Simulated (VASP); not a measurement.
Runs of VASP 6.6.1 on Mg5Ge. The structure is that of space group F-43m (No. 216), or close to it. The cells are those of the table. 

```tsv
cell	gap on the mesh (eV)	pressure (GPa)	largest force (eV/Å)
a = 5.755 Å, angles 60.0°, 6 atoms	none	-2.1	0.01
a = 5.715 Å, angles 60.0°, 6 atoms	none	-1.4	0.01
a = 5.907 Å, angles 60.0°, 6 atoms	none	-4.4	0.01
a = 5.870 Å, angles 60.0°, 6 atoms	none	(a)	0.01
a = 5.675 Å, angles 60.0°, 6 atoms	none	-0.5	0.01
a = 5.832 Å, angles 60.0°, 6 atoms	none	-3.4	0.01
a = 5.794 Å, angles 60.0°, 6 atoms	none	(b)	0.01
```

Alike in all rows: task single point; level LDA; potentials or basis VASP PAW LDA potentials, release 64 (Mg, Ge_d); no spin polarisation; k mesh 5 × 5 × 5; cutoff (eV) 520; smearing fermi-dirac 0.05 eV.

**Question.** Estimate the missing entries.

**Answer.** (a) -3.9; (b) -2.7.

A k mesh can miss the band edges, and the runs leave out spin-orbit coupling on Ge.

A gap of «none» marks levels without a gap at the run's occupations.
